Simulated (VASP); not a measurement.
Ta5Ru:

```
CELL_PARAMETERS angstrom
3.23966 0.00000 0.00000
0.00000 3.23966 0.00000
0.00000 0.00000 9.97194
ATOMIC_POSITIONS crystal
Ta 0.00000 0.00000 0.16987
Ta 0.50000 0.50000 0.34131
Ta 0.50000 0.50000 0.65869
Ta 0.00000 0.00000 0.83013
Ta 0.50000 0.50000 0.00000
Ru 0.00000 0.00000 0.50000
```

Base run:

```yaml
Program: VASP 6.6.1
Functional: PBE
Potentials_or_basis: VASP PAW PBE potentials, release 64 (Ta_pv, Ru_pv)
Cutoff: 520 eV
k_mesh: 6 × 6 × 2
Occupations: gaussian, width 0.1 eV
Spin: no spin polarisation
```

Its results: band gap on the k mesh zero (an odd number of electrons rules out a gap without spin polarisation); pressure 0.6 GPa.

Task: The run is repeated on the same cell with these changes: k mesh from 6 × 6 × 2 to 12 × 12 × 4; further incar settings from ALGO = Normal; EDIFF = 1e-06; NBANDS = 44 to ALGO = Fast; EDIFF = 1e-06; NBANDS = 44. What comes out?

Result: Band gap on the k mesh zero (an odd number of electrons rules out a gap without spin polarisation); pressure 0.1 GPa.

Caveats: spin-orbit coupling is left out, which moves the levels of the heavy elements.
